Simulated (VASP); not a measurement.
Zn:

```
Zn
1.0
     2.67000    0.00000    0.00000
    -1.33500    2.31229    0.00000
     0.00000    0.00000    4.96600
Zn
2
Direct
  0.66667 0.33333 0.75000
  0.33333 0.66667 0.25000
```

Base run:

| Property | Result |
| --- | --- |
| Program | VASP 6.6.1 |
| Functional | r2SCAN |
| Potentials or basis | VASP PAW PBE potentials, release 64 (Zn) |
| Cutoff | 520 eV |
| k mesh | 11 × 11 × 6 |
| Occupations | fermi-dirac, width 0.05 eV |
| Spin | no spin polarisation |

Its results: band gap on the k mesh zero (bands 12 and 13 overlap by 4.89 eV); pressure -4.4 GPa.

**Question.** After a change of settings the same cell gave: band gap on the k mesh zero (bands 12 and 13 overlap by 6.32 eV); pressure -2.0 GPa. Which change was it?
A. k mesh from 11 × 11 × 6 to 7 × 7 × 3
B. functional from r2SCAN to r2SCAN50; k mesh from 11 × 11 × 6 to 6 × 6 × 3
C. functional from r2SCAN to revPBE; cutoff from 520 eV to 500 eV; occupations from fermi-dirac, width 0.05 eV to tetrahedron
D. functional from r2SCAN to PBE; k mesh from 11 × 11 × 6 to 7 × 7 × 3

**Answer.** B.

Caveats: some runs use coarse meshes; the PAW data sets were made with another functional, which shifts forces and pressure a little; the cell stands under tension (at least some runs).
